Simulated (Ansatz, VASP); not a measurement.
TiC in VASP and in Ansatz

```
Ti C
1.0
     0.00000    2.20890    2.20890
     2.20890    0.00000    2.20890
     2.20890    2.20890    0.00000
Ti C
1 1
Direct
  0.00000 0.00000 0.00000
  0.50000 0.50000 0.50000
```

Alike in both runs: task single point; functional PBE; k mesh 16 × 16 × 16; occupations gaussian, width 0.1 eV; no spin polarisation.

|  | VASP | Ansatz |
| --- | --- | --- |
| version | VASP 6.6.1 | Ansatz 0.2.0 |
| potentials or method | VASP PAW PBE potentials, release 64 (Ti_sv, C), cutoff 520 eV | scalar-relativistic, plane waves, PAW |
| valence electrons in the cell | 16 | 16 |

VASP gave:

| Item | Value |
| --- | --- |
| gap on the k mesh at the Fermi level (eV) | none |
| pressure (GPa) | -12.7 |

**Question.** Estimate Ansatz's values.

**Answer.** gap on the k mesh at the Fermi level (eV): none; pressure (GPa): -13.0.

A gap of «none» marks a metal or a gap that the smearing closes.
